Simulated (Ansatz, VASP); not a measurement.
**PbS in VASP and in Ansatz**

```
Pb S
1.0
     0.00000    2.96575    2.96575
     2.96575    0.00000    2.96575
     2.96575    2.96575    0.00000
Pb S
1 1
Direct
  0.00000 0.00000 0.00000
  0.50000 0.50000 0.50000
```

Alike in both runs: functional PBEsol; k mesh 7 × 7 × 7; occupations fermi-dirac, width 0.05 eV; no spin polarisation.

|  | VASP | Ansatz |
| --- | --- | --- |
| version | VASP 6.6.1 | Ansatz 0.2.0 |
| potentials or method | VASP PAW PBE potentials, release 64 (Pb_d, S) | Ansatz PAW |
| plane-wave cutoff (eV) | 520 | 420 |
| valence electrons in the cell | 20 | 20 |
| task | single point | band structure |

Ansatz gave:

* pressure (GPa): -0.9

Estimate VASP's values.

pressure (GPa): -1.0.

VASP's potentials were made for PBE, not for PBEsol. The functional is the same, so the differences come from potentials, cutoffs and numerics.

Spin-orbit coupling is off throughout.
